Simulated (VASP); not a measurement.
Wanted: the native input for a VASP 6.6.1 run.

```yaml
Task: single point
Functional: PBEsol
Dispersion: D3(BJ)
Potentials_or_basis: VASP PAW PBE potentials, release 64 (Pb_d)
Cutoff: 520 eV
k_mesh: 9 × 9 × 9
Occupations: fermi-dirac, width 0.05 eV
Spin: no spin polarisation
Dipole_correction: no
Further_INCAR_settings: ALGO = Normal; EDIFF = 1e-07; NBANDS = 13
```

The structure of Pb lies in POSCAR:

```
Pb
1.0
    0.0000000000      2.4914113386      2.4914113386
    2.4914113386      0.0000000000      2.4914113386
    2.4914113386      2.4914113386      0.0000000000
Pb
1
Direct
    0.0000000000      0.0000000000      0.0000000000
```

The input as run:

INCAR

```
PREC = Accurate ; ENCUT = 520
EDIFF = 1E-7 ; ISMEAR = -1
SIGMA = 0.05 ; LREAL = False
LASPH = True ; NELM = 60
ALGO = Normal ; ISIF = 2
LWAVE = False ; LCHARG = True
GGA = PS ; IVDW = 12
LELF = True ; LVHAR = True
NBANDS = 13
```

KPOINTS

```
Automatic mesh
0
Gamma
  9 9 9
```

Potentials or basis: VASP PAW PBE potentials, release 64 (Pb_d).

Launch:

```bash
$ cat potpaw_PBE.64/Pb_d/POTCAR > POTCAR
$ mpirun -np 1 vasp_std > vasp.out
```

It gave:

```
Pressure                   : -3.9 GPa
Band gap on the k mesh     : zero (band 7 reaches 14.14 eV, above the bottom of band 8 at 5.37 eV)
Dispersion energy per atom : -0.432 eV
```

Caveat: the PAW data sets were made with another functional, which shifts forces and pressure a little; spin-orbit coupling is left out, which moves the levels of the heavy elements; pairwise dispersion overbinds metals, which lowers pressure and volume.

Wall time 10 s on 1 thread of Intel(R) Xeon(R) Platinum 8488C (Sapphire Rapids) (shared host), peak memory 0.14 GiB.
